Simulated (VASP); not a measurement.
# Ir4Cl in VASP: further runs

The runs below take Ir4Cl through single point, with PBE.

All numbers are computed with VASP 6.6.1; they aren't measurements. Logs are shortened: lines on timing, memory, paths and dates and some standing lists are left out, and cuts for length are marked.

### 1 The cell of the first run

The cell holds a slab with vacuum, 5 atoms: a = 2.737 Å, b = 3.870 Å, c = 19.460 Å, α = 90.00°, β = 90.00°, γ = 90.00°.

### 2 Single point, PBE

File INCAR:

```
SYSTEM = Ir4Cl
ALGO = Fast ; DIPOL = 0.5 0.5 0.350
EDIFF = 1E-6 ; ENCUT = 520
GGA = PE ; IDIPOL = 3
ISIF = 2 ; ISMEAR = 0
LASPH = .True. ; LCHARG = .True.
LDIPOL = .True. ; LELF = .True.
LREAL = .False. ; LVACPOTAV = .True.
LVHAR = .True. ; LWAVE = .False.
NBANDS = 30 ; NELM = 100
PREC = Accurate ; SIGMA = 0.1
```

File KPOINTS:

```
k-points
0
Gamma
  10 7 1
  0 0 0
```

File POSCAR:

```
Ir4Cl
1.0
    2.7367600872      0.0000000000      0.0000000000
    0.0000000000      3.8703632323      0.0000000000
    0.0000000000      0.0000000000     19.4599433730
Ir Cl
4 1
Direct
    0.5000000000      0.5000000000      0.2055504440
    0.0000000000      0.0000000000      0.2758682254
    0.5000000000      0.5000000000      0.3454282605
    0.0000000000      0.0000000000      0.4090424736
    0.3333333333      0.2500000000      0.5117956067
```

Potentials or basis: VASP PAW PBE potentials, release 64 (Ir, Cl).

Command:

```
$ cat potpaw_PBE.64/Ir/POTCAR potpaw_PBE.64/Cl/POTCAR > POTCAR
$ mpirun -np 1 vasp_std > vasp.out
```

OUTCAR:

```text
SYSTEM = Ir4Cl
   EDIFF = 1E-6
   ENCUT = 520
   GGA = PE
   ISIF = 2
   ISMEAR = 0
   LASPH = .True.
   LREAL = .False.
   NELM = 100
   PREC = Accurate

 ion  position               nearest neighbor table
   1  0.500  0.500  0.206-   3 2.72   2 2.74   2 2.74   2 2.74   2 2.74
   2  0.000  0.000  0.276-   4 2.59   3 2.73   3 2.73   3 2.73   3 2.73   1 2.74   1 2.74   1 2.74
                             1 2.74
   3  0.500  0.500  0.345-   4 2.67   4 2.67   4 2.67   4 2.67   1 2.72   2 2.73   2 2.73   2 2.73
                             2 2.73
   4  0.000  0.000  0.409-   5 2.40   2 2.59   3 2.67   3 2.67   3 2.67   3 2.67   5 2.87
   5  0.333  0.250  0.512-   4 2.40   4 2.87

  LATTYP: Found a simple orthorhombic cell.
 ALAT       =     2.7367600872
 B/A-ratio  =     1.4142135624
 C/A-ratio  =     7.1105770155

  Lattice vectors:

 A1 = (   2.7367600872,   0.0000000000,   0.0000000000)
 A2 = (   0.0000000000,   3.8703632323,   0.0000000000)
 A3 = (   0.0000000000,   0.0000000000,  19.4599433730)

Analysis of symmetry for initial positions (statically):
=====================================================================
 Subroutine PRICEL returns:
 Original cell was already a primitive cell.

 Routine SETGRP: Setting up the symmetry group for a
 simple orthorhombic supercell.

 Subroutine GETGRP returns: Found  1 space group operations
 (whereof  1 operations were pure point group operations)
 out of a pool of  8 trial point group operations.

The static configuration has the point symmetry C_1 .

Analysis of symmetry for dynamics (positions and initial velocities):
=====================================================================
 Subroutine PRICEL returns:
 Original cell was already a primitive cell.

 Routine SETGRP: Setting up the symmetry group for a
 simple orthorhombic supercell.

 Subroutine GETGRP returns: Found  1 space group operations
 (whereof  1 operations were pure point group operations)
 out of a pool of  8 trial point group operations.

The dynamic configuration has the point symmetry C_1 .

 Subroutine INISYM returns: Found  1 space group operations
 (whereof  1 operations are pure point group operations),
 and found     1 'primitive' translations

----------------------------------------------------------------------------------------

                                     Primitive cell

  volume of cell :     206.1247

  direct lattice vectors                    reciprocal lattice vectors
     2.736760087  0.000000000  0.000000000     0.365395566  0.000000000  0.000000000
     0.000000000  3.870363232  0.000000000     0.000000000  0.258373682  0.000000000
     0.000000000  0.000000000 19.459943373     0.000000000  0.000000000  0.051387611

  length of vectors
     2.736760087  3.870363232 19.459943373     0.365395566  0.258373682  0.051387611

  position of ions in fractional coordinates (direct lattice)
     0.500000000  0.500000000  0.205550444
     0.000000000  0.000000000  0.275868225
     0.500000000  0.500000000  0.345428261
     0.000000000  0.000000000  0.409042474
     0.333333333  0.250000000  0.511795607

  ion indices of the primitive-cell ions
   primitive index   ion index
                 1           1
                 2           2
                 3           3
                 4           4
                 5           5

----------------------------------------------------------------------------------------

 KPOINTS: k-points

Automatic generation of k-mesh.
 Grid dimensions read from file:
 generate k-points for:   10    7    1

 Generating k-lattice:

  Cartesian coordinates                     Fractional coordinates (reciprocal lattice)
     0.036539557  0.000000000  0.000000000     0.100000000  0.000000000  0.000000000
     0.000000000  0.036910526  0.000000000     0.000000000  0.142857143  0.000000000
     0.000000000  0.000000000  0.051387611     0.000000000  0.000000000  1.000000000

  Length of vectors
     0.036539557  0.036910526  0.051387611

  Shift w.r.t. Gamma in fractional coordinates (k-lattice)
     0.000000000  0.000000000  0.000000000

 Subroutine IBZKPT returns following result:
 ===========================================

 Found     36 irreducible k-points:

 Following reciprocal coordinates:
            Coordinates               Weight
  0.000000  0.000000  0.000000      1.000000
  0.100000  0.000000  0.000000      2.000000
  0.200000  0.000000  0.000000      2.000000
  0.300000  0.000000  0.000000      2.000000
  0.400000  0.000000  0.000000      2.000000
  0.500000  0.000000  0.000000      1.000000
[... 16 lines left out ...]
  0.300000 -0.285714  0.000000      2.000000
  0.400000  0.285714  0.000000      2.000000
 [... further k-points ...]
   k-points           NKPTS =     36   k-points in BZ     NKDIM =     36   number of bands    NBANDS=     30
   number of dos      NEDOS =    301   number of ions     NIONS =      5
   total plane-waves  NPLWV =  90000
   dimension x,y,z NGX =    20 NGY =   30 NGZ =  150
   dimension x,y,z NGXF=    40 NGYF=   60 NGZF=  300
   ions per type =               4   1
   NGX,Y,Z   is equivalent  to a cutoff of  12.15, 12.89, 12.81 a.u.
   NGXF,Y,Z  is equivalent  to a cutoff of  24.30, 25.77, 25.63 a.u.
 SYSTEM =  Ir4Cl
   PREC   = accura    normal or accurate (medium, high low for compatibility)
   ISTART =      0    job   : 0-new  1-cont  2-samecut
   ICHARG =      2    charge: 1-file 2-atom 10-const
   ISPIN  =      1    spin polarized calculation?
   LNONCOLLINEAR =      F non collinear calculations
   LSORBIT =      F    spin-orbit coupling
   LASPH  =      T    aspherical Exc in radial PAW
   ENCUT  =  520.0 eV  38.22 Ry    6.18 a.u.   5.09  7.20 36.18*2*pi/ulx,y,z
   NELM   =    100;   NELMIN=  2; NELMDL= -5     # of ELM steps
   EDIFF  = 0.1E-05   stopping-criterion for ELM
   LREAL  =      F    real-space projection
   EDIFFG = 0.1E-04   stopping-criterion for IOM
   NSW    =      0    number of steps for IOM
   IBRION =     -1    ionic relax: 0-MD 1-quasi-New 2-CG
   NFREE  =      0    steps in history (QN), initial steepest desc. (CG)
   ISIF   =      2    stress and relaxation
   ISYM   =      2    0-nonsym 1-usesym 2-fastsym
   POTIM  = 0.5000    time-step for ionic-motion
   TEBEG  =    0.0;   TEEND  =   0.0 temperature during run
   PSTRESS=    0.0 pullay stress
   NELECT =      43.0000    total number of electrons
   NUPDOWN=      -1.0000    fix difference up-down
   EMIN   =  10.00;   EMAX   =-10.00  energy-range for DOS
   EFERMI =   0.00;   METHOD = LEGACY
   ISMEAR =     0;   SIGMA  =   0.10  broadening in eV -4-tet -1-fermi 0-gaus
   EFERMI_NEDOS =   21; number of points for ismear=-14 and -15
   IALGO  =     68    algorithm
   IMIX   =      4    mixing-type and parameters
     AMIX     =   0.40;   BMIX     =  1.00
     AMIX_MAG =   1.60;   BMIX_MAG =  1.00
  volume/ion in A,a.u.               =      41.22       278.20
  Fermi-wavevector in a.u.,A,eV,Ry     =   0.970929  1.834790 12.826265  0.942704
  Thomas-Fermi vector in A             =   2.101105
   LORBIT       =      0    0 simple, 1 ext, 2 COOP (PROOUT), +10 PAW based schemes
   GGA     = PE    functional components
   LHFCALC =     F    Hartree Fock is set to
   AEXX    =    0.0000 exact exchange contribution
   IVDW    =     0    specifies the selected vdW correction
   LEPSILON=     F    determine dielectric tensor
   LRPA    =     F    only Hartree local field effects (RPA)
 non-spin polarized calculation
 RMM-DIIS sequential band-by-band and
 Gauss-broadening in eV      SIGMA  =   0.10
  energy-cutoff  :      520.00
  volume of cell :      206.12
 maximum number of plane-waves:      5602
   NGX = 11   NGY = 15   NGZ = 73

 dipolmoment           0.000000      0.000000     -0.018655 electrons x Angstroem

 number of electron      42.9999996 magnetization

 dipolmoment           0.000000      0.000000      0.048979 electrons x Angstroem

 Free energy of the ion-electron system (eV)
  ---------------------------------------------------
  ext. energy  EPLUGINS =         0.00000000
  ---------------------------------------------------
  free energy    TOTEN  =       -34.00841215 eV

  energy without entropy =      -33.96866323  energy(sigma->0) =      -33.98853769

 E-fermi :  -0.3218     XC(G=0):  -5.7803

 val. band max:       -0.3272323644   @ k =   0.0000   0.1429   0.0000
 cond. band min:      -0.2960728611   @ k =   0.0000   0.2857   0.0000
 fundamental gap:      0.0311595033
 Fermi energy:        -0.3218264366

 k-point     1 :       0.0000    0.0000    0.0000
  band No.  band energies     occupation
      1     -16.2658      2.00000
      2      -9.8790      2.00000
      3      -7.3409      2.00000
      4      -7.1500      2.00000
      5      -6.2197      2.00000
      6      -5.8158      2.00000
[... 22 lines left out ...]
     29       4.5183      0.00000
     30       5.1020      0.00000

 k-point     2 :       0.1000    0.0000    0.0000
  band No.  band energies     occupation
      1     -16.1534      2.00000
      2      -9.6053      2.00000
      3      -7.1412      2.00000
      4      -6.8531      2.00000
      5      -6.0812      2.00000
      6      -5.5129      2.00000
[... 22 lines left out ...]
     29       4.9770      0.00000
     30       5.3327      0.00000

 k-point     3 :       0.2000    0.0000    0.0000
  band No.  band energies     occupation
      1     -15.8389      2.00000
      2      -8.8706      2.00000
      3      -6.8112      2.00000
      4      -6.1309      2.00000
      5      -5.7646      2.00000
      6      -5.6323      2.00000
[... 682 lines left out ...]
     29       5.9988      0.00000
     30       7.3464      0.00000

 k-point    24 :       0.4000    0.2857    0.0000
  band No.  band energies     occupation
      1     -14.9248      2.00000
      2      -7.2168      2.00000
      3      -6.7815      2.00000
      4      -6.2443      2.00000
      5      -6.1530      2.00000
      6      -5.6909      2.00000
[... 22 lines left out ...]
     29       6.4900      0.00000
     30       7.0302      0.00000

 [... further k-points ...]

------------------------ aborting loop because EDIFF is reached ----------------------------------------

  FORCE on cell =-STRESS in cart. coord.  units (eV):
  Direction    XX          YY          ZZ          XY          YZ          ZX
  --------------------------------------------------------------------------------------
  -------------------------------------------------------------------------------------
  Total       -3.5891511     -3.3760605      0.5175491     -0.0633072     -0.9614220     -0.4052020
  in kB      -27.8979509    -26.2416284      4.0228337     -0.4920779     -7.4729940     -3.1495765
  external PRESSURE =     -16.7055818 kB  Pullay stress =       0.0000000 kB

 VOLUME and BASIS-vectors are now :
 -----------------------------------------------------------------------------
  energy-cutoff  :      520.00
  volume of cell :      206.12
      direct lattice vectors                 reciprocal lattice vectors
     2.736760087  0.000000000  0.000000000     0.365395566  0.000000000  0.000000000
     0.000000000  3.870363232  0.000000000     0.000000000  0.258373682  0.000000000
     0.000000000  0.000000000 19.459943373     0.000000000  0.000000000  0.051387611

 POSITION                                       TOTAL-FORCE (eV/Angst)
 -----------------------------------------------------------------------------------
      1.36838      1.93518      4.00000        -0.003069      0.015553      1.063132
      0.00000      0.00000      5.36838        -0.127658     -0.197713     -1.540206
      1.36838      1.93518      6.72201         0.138242      0.497534     -0.622903
      0.00000      0.00000      7.95994         0.281034      0.083059      1.097369
      0.91225      0.96759      9.95951        -0.288549     -0.398433      0.002608
 -----------------------------------------------------------------------------------
    total drift:                               -0.000326     -0.000085      0.000079

  FREE ENERGIE OF THE ION-ELECTRON SYSTEM (eV)
  ---------------------------------------------------
  free  energy   TOTEN  =       -34.0084121462 eV

  energy  without entropy=      -33.9686632272  energy(sigma->0) =      -33.98853769

 vacuum level on the upper side and lower side of the slab         5.628         4.792
```

It took 9.8 min on 1 thread of Oxide Virtual Turin-like, shared host; peak memory 0.36 GiB.

Results:

```yaml
Free_energy: -34.0084 eV
Largest_force: 1.558 eV/Å
Band_gap_on_the_k_mesh: zero (an odd number of electrons rules out a gap without spin polarisation)
```

Forces in eV/Å, atoms in the order of the input:
```
Ir  -0.003  0.016  1.063
Ir  -0.128 -0.198 -1.540
Ir   0.138  0.498 -0.623
Ir   0.281  0.083  1.097
Cl  -0.289 -0.398  0.003
```

Caveat: spin-orbit coupling is left out, which moves the levels of the heavy elements.

### 3 Single point, PBE

File INCAR:

```
PREC     = Accurate       # precision mode
ENCUT    = 520            # plane-wave cutoff, eV
EDIFF    = 1E-6           # SCF threshold, eV
ISMEAR   = 0              # smearing method
SIGMA    = 0.1            # smearing width, eV
LREAL    = F              # projectors in reciprocal space
LASPH    = T              # aspherical terms in the spheres
NELM     = 100            # most SCF steps
ALGO     = Fast           # electronic algorithm
ISIF     = 2              # what is computed and relaxed
LWAVE    = F              # write WAVECAR
LCHARG   = T              # write CHGCAR
LDIPOL   = T            
IDIPOL   = 3            
DIPOL    = 0.5 0.5 0.350
GGA      = PE             # functional
LELF     = T              # ELF
LVHAR    = T            
LVACPOTAV= T            
NBANDS   = 30             # bands
```

File KPOINTS:

```
Automatic mesh
0
Gamma
  10 7 1
```

Edit POSCAR of step 2 so:

```diff
@@ -12,2 +12,2 @@
     0.0000000000      0.0000000000      0.4090424736
-    0.3333333333      0.2500000000      0.5117956067
+    0.1666666667      0.2500000000      0.5145251498
```

Potentials or basis: VASP PAW PBE potentials, release 64 (Ir, Cl).

Command:

```
$ cat potpaw_PBE.64/Ir/POTCAR potpaw_PBE.64/Cl/POTCAR > POTCAR
$ mpirun -np 1 vasp_std > vasp.out
```

Wall time 12 min (1 thread of Oxide Virtual Turin-like, shared host); peak memory 0.36 GiB.

It converged, with:

| Property | Result |
| --- | --- |
| Free energy | -34.3337 eV |
| Largest force | 1.509 eV/Å |
| Band gap on the k mesh | zero (an odd number of electrons rules out a gap without spin polarisation) |

Forces in eV/Å, atoms in the order of the input:
```
Ir  -0.046  0.026  1.028
Ir  -0.095 -0.230 -1.488
Ir   0.111  0.365 -0.444
Ir   0.877  0.132  0.889
Cl  -0.847 -0.292  0.015
```

Levels at points of the mesh, in eV from the Fermi level:
| k point | band 19 | band 20 | band 21 | band 22 | band 23 | band 24 | band 25 | band 26 |
| --- | --- | --- | --- | --- | --- | --- | --- | --- |
| (0.00, 0.00, 0.00) | -1.00 | -0.68 | -0.31 | 0.07 | 0.19 | 0.36 | 0.66 | 1.37 |
| (0.50, 0.00, 0.00) | -0.03 | 0.41 | 0.57 | 0.76 | 1.08 | 1.21 | 2.87 | 3.03 |

Caveat: spin-orbit coupling is left out, which moves the levels of the heavy elements.

The gap in the log of VASP goes by the Fermi energy; the results here count the filled bands.